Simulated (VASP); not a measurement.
# InSb2 (Fm-3m) in VASP: further runs, part 3 of 3

VASP 6.6.1. Earlier steps stand in the parts before.

### 6 Relaxation of cell and atoms, PBE

This run uses another cell than the first one, of 31.63 Å³/atom, 1.153 times its volume.

INCAR

```
ALGO = Normal ; EDIFF = 1E-7
EDIFFG = -0.01 ; ENCUT = 600
GGA = PE ; IBRION = 2
ISIF = 3 ; ISMEAR = 0
LASPH = True ; LCHARG = False
LREAL = False ; LWAVE = False
NELM = 100 ; NSW = 100
PREC = Accurate ; SIGMA = 0.1
```

KPOINTS

```
k-points
0
Gamma
  12 12 12
```

POSCAR

```
InSb2
1.0
    0.0000000000      3.6203356966      3.6203356966
    3.6203356966      0.0000000000      3.6203356966
    3.6203356966      3.6203356966      0.0000000000
In Sb
1 2
Direct
    0.0000000000      0.0000000000      0.0000000000
    0.2500000000      0.2500000000      0.2500000000
    0.7500000000      0.7500000000      0.7500000000
```

Potentials or basis: VASP PAW PBE potentials, release 64 (In_d, Sb).

On the command line:

```bash
$ cat potpaw_PBE.64/In_d/POTCAR potpaw_PBE.64/Sb/POTCAR > POTCAR
$ mpirun -np 1 vasp_std > vasp.out
```

OUTCAR:

```text
EDIFF = 1E-7
   EDIFFG = -0.01
   ENCUT = 600
   GGA = PE
   IBRION = 2
   ISIF = 3
   ISMEAR = 0
   LASPH = True
   LREAL = False
   NELM = 100
   NSW = 100
   PREC = Accurate

 ion  position               nearest neighbor table
   1  0.000  0.000  0.000-   2 3.14   3 3.14   3 3.14   3 3.14   3 3.14   2 3.14   2 3.14   2 3.14

   2  0.250  0.250  0.250-   1 3.14   1 3.14   1 3.14   1 3.14   3 3.62   3 3.62   3 3.62   3 3.62
                             3 3.62   3 3.62
   3  0.750  0.750  0.750-   1 3.14   1 3.14   1 3.14   1 3.14   2 3.62   2 3.62   2 3.62   2 3.62
                             2 3.62   2 3.62

  LATTYP: Found a face centered cubic cell.
 ALAT       =     7.2406713932

  Lattice vectors:

 A1 = (   0.0000000000,   3.6203356966,   3.6203356966)
 A2 = (   3.6203356966,   0.0000000000,   3.6203356966)
 A3 = (   3.6203356966,   3.6203356966,   0.0000000000)

Analysis of symmetry for initial positions (statically):
=====================================================================
 Subroutine PRICEL returns:
 Original cell was already a primitive cell.

 Routine SETGRP: Setting up the symmetry group for a
 face centered cubic supercell.

 Subroutine GETGRP returns: Found 48 space group operations
 (whereof 48 operations were pure point group operations)
 out of a pool of 48 trial point group operations.

The static configuration has the point symmetry O_h .

Analysis of symmetry for dynamics (positions and initial velocities):
=====================================================================
 Subroutine PRICEL returns:
 Original cell was already a primitive cell.

 Routine SETGRP: Setting up the symmetry group for a
 face centered cubic supercell.

 Subroutine GETGRP returns: Found 48 space group operations
 (whereof 48 operations were pure point group operations)
 out of a pool of 48 trial point group operations.

The dynamic configuration has the point symmetry O_h .

 Subroutine INISYM returns: Found 48 space group operations
[... 137 lines left out ...]
   NGX = 21   NGY = 21   NGZ = 21

--------------------------------------- Ionic step        1  -------------------------------------------

 number of electron      22.9999997 magnetization

 Free energy of the ion-electron system (eV)
  ---------------------------------------------------
  ext. energy  EPLUGINS =         0.00000000
  ---------------------------------------------------
  free energy    TOTEN  =       -10.11145910 eV

  energy without entropy =      -10.10332230  energy(sigma->0) =      -10.10739070

------------------------ aborting loop because EDIFF is reached ----------------------------------------

  FORCE on cell =-STRESS in cart. coord.  units (eV):
  Direction    XX          YY          ZZ          XY          YZ          ZX
  --------------------------------------------------------------------------------------
  -------------------------------------------------------------------------------------
  Total       -0.1245547     -0.1245547     -0.1245547     -0.0000000      0.0000000      0.0000000
  in kB       -2.1027812     -2.1027812     -2.1027812     -0.0000000      0.0000000      0.0000000
  external PRESSURE =      -2.1027812 kB  Pullay stress =       0.0000000 kB
[... 61 lines left out ...]
--------------------------------------- Ionic step        3  -------------------------------------------

 number of electron      22.9999997 magnetization

 Free energy of the ion-electron system (eV)
  ---------------------------------------------------
  ext. energy  EPLUGINS =         0.00000000
  ---------------------------------------------------
  free energy    TOTEN  =       -10.11175890 eV

  energy without entropy =      -10.10363613  energy(sigma->0) =      -10.10769751

 E-fermi :   6.2379     XC(G=0):  -9.2963

 val. band max:        6.2272912745   @ k =   0.2500   0.1667   0.0000
 cond. band min:       6.2431719748   @ k =   0.2500   0.2500   0.0000
 fundamental gap:      0.0158807003
 Fermi energy:         6.2379498079

 k-point     1 :       0.0000    0.0000    0.0000
  band No.  band energies     occupation
      1      -8.3749      2.00000
      2      -8.3748      2.00000
      3      -8.3748      2.00000
      4      -8.3148      2.00000
      5      -8.3148      2.00000
      6      -5.1428      2.00000
      7      -0.9421      2.00000
      8       4.3341      2.00000
      9       4.3341      2.00000
     10       4.3341      2.00000
     11       4.8000      2.00000
     12       5.9052      2.00000
     13       5.9052      2.00000
     14       5.9052      2.00000
[... 401 lines left out ...]
      2      -8.3716      2.00000
      3      -8.3623      2.00000
      4      -8.3159      2.00000
      5      -8.3146      2.00000
      6      -3.3777      2.00000
      7      -3.0290      2.00000
      8       0.9759      2.00000
      9       3.4755      2.00000
     10       3.5107      2.00000
     11       4.9658      2.00000
     12       5.8408      2.00000
     13       6.8967      0.00000
     14       8.2263      0.00000
     15      10.3855      0.00000

 [... further k-points ...]
[... 5 lines left out ...]
  --------------------------------------------------------------------------------------
  -------------------------------------------------------------------------------------
  Total        0.0023431      0.0023431      0.0023431     -0.0000000      0.0000000      0.0000000
  in kB        0.0397442      0.0397442      0.0397442     -0.0000000      0.0000000      0.0000000
  external PRESSURE =       0.0397442 kB  Pullay stress =       0.0000000 kB
[... 18 lines left out ...]
  FREE ENERGIE OF THE ION-ELECTRON SYSTEM (eV)
  ---------------------------------------------------
  free  energy   TOTEN  =       -10.1117588979 eV

  energy  without entropy=      -10.1036361290  energy(sigma->0) =      -10.10769751

 reached required accuracy - stopping structural energy minimisation
```

OSZICAR:

```text
N       E                     dE             d eps       ncg     rms          rms(c)
DAV:   1     0.158498448688E+03    0.15850E+03   -0.10225E+04  2160   0.156E+03
[... 26 lines left out ...]
DAV:   1    -0.101120264182E+02   -0.28912E-03   -0.73408E-03  2699   0.152E+00    0.969E-02
DAV:   2    -0.101118058767E+02    0.22054E-03   -0.52354E-04  2685   0.474E-01    0.373E-02
DAV:   3    -0.101117638761E+02    0.42001E-04   -0.12565E-04  2867   0.206E-01    0.146E-02
DAV:   4    -0.101117614337E+02    0.24424E-05   -0.43115E-06  2274   0.209E-02    0.864E-03
DAV:   5    -0.101117595808E+02    0.18530E-05   -0.71844E-07  2461   0.711E-03    0.357E-03
DAV:   6    -0.101117588749E+02    0.70590E-06   -0.13989E-07  1199   0.416E-03    0.516E-04
DAV:   7    -0.101117588979E+02   -0.23062E-07   -0.47289E-08  1143   0.429E-03
   3 F= -.10111759E+02 E0= -.10107698E+02  d E =-.299794E-03
```

Wall time 3.8 min (1 thread of Intel Xeon Platinum 8488C (Sapphire Rapids), shared host); peak memory 0.36 GiB.

What came out:

```yaml
Free_energy: -10.1118 eV
Relaxed_volume: 31.48 Å³/atom
Relaxed_cell: a = 5.112 Å, b = 5.112 Å, c = 5.112 Å, α = 60.00°, β = 60.00°, γ = 60.00°
Space_group_after_relaxing_to_0.05_Å: Fm-3m (No. 225)
Energy_gained_by_relaxing: 0.1 meV/atom
Ionic_steps: 3
Pressure_after_relaxing: 0.0 GPa
```

The path:
```tsv
step	energy change (eV)	largest force (eV/Å)	pressure (GPa)	volume (Å³)
1	0.0000	0.0000	-0.21	94.90
2	-0.0003	0.0000	0.06	94.33
3	-0.0003	0.0000	0.00	94.45
```

Final structure:
```
In Sb
1.0
     0.00000    3.61462    3.61462
     3.61462    0.00000    3.61462
     3.61462    3.61462    0.00000
In Sb
1 2
Direct
  0.00000 0.00000 0.00000
  0.25000 0.25000 0.25000
  0.75000 0.75000 0.75000
```

Levels at points of the mesh, in eV from the Fermi level:
| k point | band 8 | band 9 | band 10 | band 11 | band 12 | band 13 | band 14 | band 15 |
| --- | --- | --- | --- | --- | --- | --- | --- | --- |
| (0.00, 0.00, 0.00) | -1.90 | -1.90 | -1.90 | -1.44 | -0.33 | -0.33 | -0.33 | 2.35 |
| (0.50, 0.00, 0.00) | -4.39 | -2.27 | -2.27 | -1.49 | -1.10 | -1.10 | 2.76 | 4.53 |
| (0.50, 0.50, 0.00) | -6.63 | -3.89 | -3.89 | -0.68 | 2.04 | 2.04 | 2.86 | 4.16 |

Caveat: spin-orbit coupling is left out, which moves the levels of the heavy elements.

### 7 The runs side by side

| task | cell | k mesh | cutoff (eV) | gap on the mesh (eV) | pressure (GPa) | relaxed volume (Å³/atom) |
| --- | --- | --- | --- | --- | --- | --- |
| single point | a = 4.882 Å, angles 60.0°, 3 atoms | 4 × 4 × 4 | 520 | none | 9.1 | - |
| single point | a = 5.120 Å, angles 60.0°, 3 atoms | 4 × 4 × 4 | 520 | none | 0.1 | - |
| relaxation of cell and atoms | relaxed from a = 4.882 Å, angles 60.0°, 3 atoms | 4 × 4 × 4 | 600 | none | 0.0 | 31.68 |
| single point | a = 5.112 Å, angles 60.0°, 3 atoms | 12 × 12 × 12 | 520 | none | 0.0 | - |
| relaxation of cell and atoms | relaxed from a = 5.120 Å, angles 60.0°, 3 atoms | 12 × 12 × 12 | 600 | none | 0.0 | 31.48 |

Alike in all rows: level PBE; potentials or basis VASP PAW PBE potentials, release 64 (In_d, Sb); no spin polarisation; smearing gaussian 0.1 eV.

Caveats: some runs use coarse meshes; spin-orbit coupling is left out, which moves the levels of the heavy elements; the volume moved by over 15 % at a fixed basis, so the end points are rough (some runs).

Total energies depend on the potentials used, so only differences within one code and one set of settings carry meaning.
